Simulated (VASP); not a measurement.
# Rh (Fm-3m) in VASP: a series of runs

Runs on Rh. Level: PBE. Tasks: single point.

Program: VASP 6.6.1. These are calculated values, not measurements. Logs are shortened: lines on timing, memory, paths and dates and some standing lists are left out, and cuts for length are marked.

## (1) The cell of the first run

The structure is cubic, space group Fm-3m (No. 225). Conventional cell: a = 3.853 Å, b = 3.853 Å, c = 3.853 Å, α = 90.00°, β = 90.00°, γ = 90.00°. Within 3.6 Å of Rh (site symmetry m-3m) lie 12 Rh at 2.72 Å.

## (2) Single point, PBE (volume scaled by 1.04)

Input file INCAR:

```
ALGO = Normal
EDIFF = 1E-6
ENCUT = 520
GGA = PE
ISIF = 2
ISMEAR = -1
LASPH = T
LCHARG = F
LREAL = F
LWAVE = F
NBANDS = 14
NELM = 80
PREC = Accurate
SIGMA = 0.08
```

Input file KPOINTS:

```
k-points
0
Gamma
  16 16 16
```

Input file POSCAR:

```
Rh
1.0
    0.0000000000      1.9265732643      1.9265732643
    1.9265732643      0.0000000000      1.9265732643
    1.9265732643      1.9265732643      0.0000000000
Rh
1
Direct
    0.0000000000      0.0000000000      0.0000000000
```

Potentials or basis: VASP PAW PBE potentials, release 64 (Rh_pv).

Launch:

```sh
$ cat potpaw_PBE.64/Rh_pv/POTCAR > POTCAR
$ mpirun -np 1 vasp_std > vasp.out
```

OUTCAR:

```text
EDIFF = 1E-6
   ENCUT = 520
   GGA = PE
   ISIF = 2
   ISMEAR = -1
   LASPH = T
   LREAL = F
   NELM = 80
   PREC = Accurate

 ion  position               nearest neighbor table
   1  0.000  0.000  0.000-

  LATTYP: Found a face centered cubic cell.
 ALAT       =     3.8531465286

  Lattice vectors:

 A1 = (   0.0000000000,   1.9265732643,   1.9265732643)
 A2 = (   1.9265732643,   0.0000000000,   1.9265732643)
 A3 = (   1.9265732643,   1.9265732643,   0.0000000000)

Analysis of symmetry for initial positions (statically):
=====================================================================
 Subroutine PRICEL returns:
 Original cell was already a primitive cell.

 Routine SETGRP: Setting up the symmetry group for a
 face centered cubic supercell.

 Subroutine GETGRP returns: Found 48 space group operations
 (whereof 48 operations were pure point group operations)
 out of a pool of 48 trial point group operations.

The static configuration has the point symmetry O_h .

Analysis of symmetry for dynamics (positions and initial velocities):
=====================================================================
 Subroutine PRICEL returns:
 Original cell was already a primitive cell.

 Routine SETGRP: Setting up the symmetry group for a
 face centered cubic supercell.

 Subroutine GETGRP returns: Found 48 space group operations
 (whereof 48 operations were pure point group operations)
 out of a pool of 48 trial point group operations.

The dynamic configuration has the point symmetry O_h .

 Subroutine INISYM returns: Found 48 space group operations
 (whereof 48 operations are pure point group operations),
 and found     1 'primitive' translations

----------------------------------------------------------------------------------------

                                     Primitive cell

  volume of cell :      14.3017

  direct lattice vectors                    reciprocal lattice vectors
     0.000000000  1.926573264  1.926573264    -0.259528153  0.259528153  0.259528153
     1.926573264  0.000000000  1.926573264     0.259528153 -0.259528153  0.259528153
     1.926573264  1.926573264  0.000000000     0.259528153  0.259528153 -0.259528153

  length of vectors
     2.724586039  2.724586039  2.724586039     0.449515946  0.449515946  0.449515946

  position of ions in fractional coordinates (direct lattice)
     0.000000000  0.000000000  0.000000000

  ion indices of the primitive-cell ions
   primitive index   ion index
                 1           1

----------------------------------------------------------------------------------------

 KPOINTS: k-points

Automatic generation of k-mesh.
 Grid dimensions read from file:
 generate k-points for:   16   16   16

 Generating k-lattice:

  Cartesian coordinates                     Fractional coordinates (reciprocal lattice)
    -0.016220510  0.016220510  0.016220510     0.062500000  0.000000000  0.000000000
     0.016220510 -0.016220510  0.016220510     0.000000000  0.062500000  0.000000000
     0.016220510  0.016220510 -0.016220510     0.000000000  0.000000000  0.062500000

  Length of vectors
     0.028094747  0.028094747  0.028094747

  Shift w.r.t. Gamma in fractional coordinates (k-lattice)
     0.000000000  0.000000000  0.000000000

 Subroutine IBZKPT returns following result:
 ===========================================

 Found    145 irreducible k-points:

 Following reciprocal coordinates:
            Coordinates               Weight
  0.000000  0.000000  0.000000      1.000000
  0.062500  0.000000  0.000000      8.000000
  0.125000  0.000000  0.000000      8.000000
  0.187500  0.000000  0.000000      8.000000
  0.250000  0.000000  0.000000      8.000000
  0.312500  0.000000  0.000000      8.000000
[... 16 lines left out ...]
 -0.125000  0.062500  0.000000     24.000000
 -0.062500  0.062500  0.000000     12.000000
 [... further k-points ...]
   k-points           NKPTS =    145   k-points in BZ     NKDIM =    145   number of bands    NBANDS=     14
   number of dos      NEDOS =    301   number of ions     NIONS =      1
   total plane-waves  NPLWV =   8000
   dimension x,y,z NGX =    20 NGY =   20 NGZ =   20
   dimension x,y,z NGXF=    40 NGYF=   40 NGZF=   40
   ions per type =               1
   NGX,Y,Z   is equivalent  to a cutoff of  12.20, 12.20, 12.20 a.u.
   NGXF,Y,Z  is equivalent  to a cutoff of  24.41, 24.41, 24.41 a.u.
 SYSTEM =  unknown system
   PREC   = accura    normal or accurate (medium, high low for compatibility)
   ISTART =      0    job   : 0-new  1-cont  2-samecut
   ICHARG =      2    charge: 1-file 2-atom 10-const
   ISPIN  =      1    spin polarized calculation?
   LNONCOLLINEAR =      F non collinear calculations
   LSORBIT =      F    spin-orbit coupling
   LASPH  =      T    aspherical Exc in radial PAW
   ENCUT  =  520.0 eV  38.22 Ry    6.18 a.u.   5.07  5.07  5.07*2*pi/ulx,y,z
   NELM   =     80;   NELMIN=  2; NELMDL= -5     # of ELM steps
   EDIFF  = 0.1E-05   stopping-criterion for ELM
   LREAL  =      F    real-space projection
   EDIFFG = 0.1E-04   stopping-criterion for IOM
   NSW    =      0    number of steps for IOM
   IBRION =     -1    ionic relax: 0-MD 1-quasi-New 2-CG
   NFREE  =      0    steps in history (QN), initial steepest desc. (CG)
   ISIF   =      2    stress and relaxation
   ISYM   =      2    0-nonsym 1-usesym 2-fastsym
   POTIM  = 0.5000    time-step for ionic-motion
   TEBEG  =    0.0;   TEEND  =   0.0 temperature during run
   PSTRESS=    0.0 pullay stress
   NELECT =      15.0000    total number of electrons
   NUPDOWN=      -1.0000    fix difference up-down
   EMIN   =  10.00;   EMAX   =-10.00  energy-range for DOS
   EFERMI =   0.00;   METHOD = LEGACY
   ISMEAR =    -1;   SIGMA  =   0.08  broadening in eV -4-tet -1-fermi 0-gaus
   EFERMI_NEDOS =   21; number of points for ismear=-14 and -15
   IALGO  =     38    algorithm
   IMIX   =      4    mixing-type and parameters
     AMIX     =   0.40;   BMIX     =  1.00
     AMIX_MAG =   1.60;   BMIX_MAG =  1.00
  volume/ion in A,a.u.               =      14.30        96.51
  Fermi-wavevector in a.u.,A,eV,Ry     =   1.663322  3.143223 37.642433  2.766641
  Thomas-Fermi vector in A             =   2.750059
   LORBIT       =      0    0 simple, 1 ext, 2 COOP (PROOUT), +10 PAW based schemes
   GGA     = PE    functional components
   LHFCALC =     F    Hartree Fock is set to
   AEXX    =    0.0000 exact exchange contribution
   IVDW    =     0    specifies the selected vdW correction
   LEPSILON=     F    determine dielectric tensor
   LRPA    =     F    only Hartree local field effects (RPA)
 non-spin polarized calculation
  energy-cutoff  :      520.00
  volume of cell :       14.30
 maximum number of plane-waves:       396
   NGX = 11   NGY = 11   NGZ = 11

 number of electron      14.9999998 magnetization

 Free energy of the ion-electron system (eV)
  ---------------------------------------------------
  ext. energy  EPLUGINS =         0.00000000
  ---------------------------------------------------
  free energy    TOTEN  =        -7.27053770 eV

  energy without entropy =       -7.23907386  energy(sigma->0) =       -7.25480578

 E-fermi :  11.1871     XC(G=0): -13.7780

 val. band max:       11.1868523756   @ k =  -0.3750   0.0625   0.0000
 cond. band min:      11.1873078008   @ k =  -0.1875   0.1250   0.0000
 fundamental gap:      0.0004554251
 Fermi energy:        11.1870991379

 k-point     1 :       0.0000    0.0000    0.0000
  band No.  band energies     occupation
      1     -35.1132      2.00000
      2     -35.1132      2.00000
      3     -35.1132      2.00000
      4       3.5242      2.00000
      5       8.3021      2.00000
      6       8.3021      2.00000
      7       8.3021      2.00000
      8      10.2612      1.99998
      9      10.2612      1.99998
     10      27.2103      0.00000
     11      31.8481      0.00000
     12      32.4484      0.00000
     13      32.4484      0.00000
     14      32.4484      0.00000

 k-point     2 :       0.0625    0.0000    0.0000
  band No.  band energies     occupation
      1     -35.1382      2.00000
      2     -35.1166      2.00000
      3     -35.1166      2.00000
      4       3.6758      2.00000
      5       8.2373      2.00000
      6       8.3602      2.00000
      7       8.3602      2.00000
      8      10.2298      1.99999
      9      10.2298      1.99999
     10      27.4204      0.00000
     11      31.5876      0.00000
     12      31.8517      0.00000
     13      32.6625      0.00000
     14      32.6625      0.00000

 k-point     3 :       0.1250    0.0000    0.0000
  band No.  band energies     occupation
      1     -35.2092      2.00000
      2     -35.1263      2.00000
      3     -35.1263      2.00000
      4       4.1061      2.00000
      5       8.0837      2.00000
      6       8.5050      2.00000
      7       8.5050      2.00000
      8      10.1705      1.99999
      9      10.1705      1.99999
     10      27.9484      0.00000
     11      29.9038      0.00000
     12      31.8496      0.00000
     13      33.2756      0.00000
     14      33.2756      0.00000

 k-point     4 :       0.1875    0.0000    0.0000
  band No.  band energies     occupation
      1     -35.3145      2.00000
      2     -35.1408      2.00000
      3     -35.1408      2.00000
      4       4.7196      2.00000
      5       7.9740      2.00000
      6       8.6394      2.00000
      7       8.6394      2.00000
      8      10.1926      1.99999
      9      10.1926      1.99999
     10      27.8818      0.00000
     11      28.6557      0.00000
     12      31.8495      0.00000
     13      34.1919      0.00000
     14      34.1919      0.00000

 k-point     5 :       0.2500    0.0000    0.0000
  band No.  band energies     occupation
      1     -35.4372      2.00000
      2     -35.1579      2.00000
      3     -35.1579      2.00000
      4       5.2828      2.00000
      5       8.1727      2.00000
      6       8.6439      2.00000
      7       8.6439      2.00000
      8      10.4197      1.99986
      9      10.4197      1.99986
     10      26.0022      0.00000
     11      28.6336      0.00000
[... 276 lines left out ...]
 k-point    22 :      -0.1875    0.0625    0.0000
  band No.  band energies     occupation
      1     -35.3595      2.00000
      2     -35.1702      2.00000
      3     -35.1398      2.00000
      4       5.0543      2.00000
      5       7.8550      2.00000
      6       8.6979      2.00000
      7       8.7426      2.00000
      8       9.9386      2.00000
      9      10.5818      1.99897
     10      27.3691      0.00000
     11      28.7929      0.00000
     12      31.8490      0.00000
     13      33.2307      0.00000
     14      35.4472      0.00000

 k-point    23 :      -0.1250    0.0625    0.0000
  band No.  band energies     occupation
      1     -35.2514      2.00000
      2     -35.1503      2.00000
      3     -35.1261      2.00000
      4       4.4233      2.00000
      5       7.9355      2.00000
      6       8.6099      2.00000
      7       8.6374      2.00000
      8       9.9421      2.00000
      9      10.3615      1.99993
     10      28.2789      0.00000
     11      29.2786      0.00000
     12      31.8493      0.00000
     13      32.6742      0.00000
     14      34.2262      0.00000

 k-point    24 :      -0.0625    0.0625    0.0000
  band No.  band energies     occupation
      1     -35.1733      2.00000
      2     -35.1315      2.00000
      3     -35.1180      2.00000
      4       3.9215      2.00000
      5       8.1156      2.00000
      6       8.4401      2.00000
      7       8.4845      2.00000
      8      10.0883      2.00000
      9      10.2860      1.99997
     10      27.7445      0.00000
     11      30.7650      0.00000
     12      31.8499      0.00000
     13      32.4506      0.00000
     14      33.2665      0.00000

 [... further k-points ...]

------------------------ aborting loop because EDIFF is reached ----------------------------------------

  FORCE on cell =-STRESS in cart. coord.  units (eV):
  Direction    XX          YY          ZZ          XY          YZ          ZX
  --------------------------------------------------------------------------------------
  -------------------------------------------------------------------------------------
  Total       -0.3684091     -0.3684091     -0.3684091      0.0000000     -0.0000000      0.0000000
  in kB      -41.2718861    -41.2718861    -41.2718861      0.0000000     -0.0000000      0.0000000
  external PRESSURE =     -41.2718861 kB  Pullay stress =       0.0000000 kB

 VOLUME and BASIS-vectors are now :
 -----------------------------------------------------------------------------
  energy-cutoff  :      520.00
  volume of cell :       14.30
      direct lattice vectors                 reciprocal lattice vectors
     0.000000000  1.926573264  1.926573264    -0.259528153  0.259528153  0.259528153
     1.926573264  0.000000000  1.926573264     0.259528153 -0.259528153  0.259528153
     1.926573264  1.926573264  0.000000000     0.259528153  0.259528153 -0.259528153

 POSITION                                       TOTAL-FORCE (eV/Angst)
 -----------------------------------------------------------------------------------
      0.00000      0.00000      0.00000         0.000000      0.000000      0.000000
 -----------------------------------------------------------------------------------
    total drift:                                0.000000      0.000000      0.000000

  FREE ENERGIE OF THE ION-ELECTRON SYSTEM (eV)
  ---------------------------------------------------
  free  energy   TOTEN  =        -7.2705377002 eV

  energy  without entropy=       -7.2390738565  energy(sigma->0) =       -7.25480578
```

Run time: 8.3 s. Hardware: 1 thread of Intel Xeon 6975P-C (Granite Rapids), shared host; peak memory 0.14 GiB.

Results:

```yaml
Free_energy: -7.2705 eV
Pressure: -4.1 GPa
```

Levels at points of the mesh, in eV from the Fermi level:
```
           k point  band 5  band 6  band 7  band 8  band 9  band 10
(0.00, 0.00, 0.00)   -2.88   -2.88   -2.88   -0.93   -0.93    16.02
(0.50, 0.00, 0.00)   -2.95   -2.95    0.54    0.54    0.79     8.25
(0.50, 0.50, 0.00)   -5.59    0.51    0.93    0.93    3.23    11.79
```

(Continued in part 2 of 2.)
